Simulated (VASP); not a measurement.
Wanted: the native input for a VASP 6.6.1 run.

* Task: single point
* Functional: PBE
* Dispersion: D4
* Potentials or basis: VASP PAW PBE potentials, release 64 (Au)
* Cutoff: 520 eV
* k mesh: 11 × 11 × 11
* Occupations: fermi-dirac, width 0.05 eV
* Spin: no spin polarisation
* Dipole correction: no
* Further INCAR settings: ALGO = Normal; EDIFF = 1e-06; NBANDS = 12

The structure of Au lies in POSCAR:

```
Au
1.0
    0.0000000000      2.0749120936      2.0749120936
    2.0749120936      0.0000000000      2.0749120936
    2.0749120936      2.0749120936      0.0000000000
Au
1
Direct
    0.0000000000      0.0000000000      0.0000000000
```

One way to write it, as run:

INCAR

```
SYSTEM = Au
ALGO     = Normal         ! electronic algorithm
EDIFF    = 1E-6           ! SCF threshold, eV
ENCUT    = 520            ! plane-wave cutoff, eV
GGA      = PE             ! functional
ISIF     = 2              ! what is computed and relaxed
ISMEAR   = -1             ! smearing method
IVDW     = 13             ! dispersion correction
LASPH    = .TRUE.         ! aspherical terms in the spheres
LCHARG   = .TRUE.         ! write CHGCAR
LELF     = .TRUE.         ! ELF
LREAL    = .FALSE.        ! projectors in reciprocal space
LVHAR    = .TRUE.       
LWAVE    = .FALSE.        ! write WAVECAR
NBANDS   = 12             ! bands
NELM     = 80             ! most SCF steps
PREC     = Accurate       ! precision mode
SIGMA    = 0.05           ! smearing width, eV
```

KPOINTS

```
k-points
0
G
  11 11 11
  0 0 0
```

Potentials or basis: VASP PAW PBE potentials, release 64 (Au).

The run is started by

```bash
$ cat potpaw_PBE.64/Au/POTCAR > POTCAR
$ mpirun -np 1 vasp_std > vasp.out
```

Results of the run:

```
Pressure                   : -4.9 GPa
Dispersion energy per atom : -0.649 eV
```

Caveat: pairwise dispersion overbinds metals, which lowers pressure and volume.

Wall time 7.5 s on 1 thread of Intel Xeon 6975P-C, on a shared host, peak memory 0.15 GiB.
